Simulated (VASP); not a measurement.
Crystal: CaO.

```
CELL_PARAMETERS angstrom
0.00000 2.50758 2.50758
2.50758 0.00000 2.50758
2.50758 2.50758 0.00000
ATOMIC_POSITIONS crystal
Ca 0.00000 0.00000 0.00000
O 0.50000 0.50000 0.50000
```

Base run:

* Program: VASP 6.6.1
* Functional: PBEsol
* Potentials or basis: VASP PAW PBE potentials, release 64 (Ca_sv, O)
* Cutoff: 520 eV
* k mesh: 6 × 6 × 6, shifted
* Occupations: fermi-dirac, width 0.1 eV
* Spin: no spin polarisation

Its results: band gap on the k mesh 3.83 eV, indirect (least direct gap 4.02 eV); pressure -12.3 GPa.

Task: The run is repeated on the same cell with these changes: k mesh from 6 × 6 × 6, shifted to 6 × 6 × 6; further incar settings from ALGO = Normal; EDIFF = 1e-06; NBANDS = 15; ISYM = 0 to ALGO = Normal; EDIFF = 1e-07; NBANDS = 15. What comes out?

Result: Band gap on the k mesh 3.55 eV, indirect (least direct gap 3.62 eV); pressure -12.3 GPa.

Caveats: the PAW data sets were made with another functional, which shifts forces and pressure a little.

A k mesh can miss the band edges.
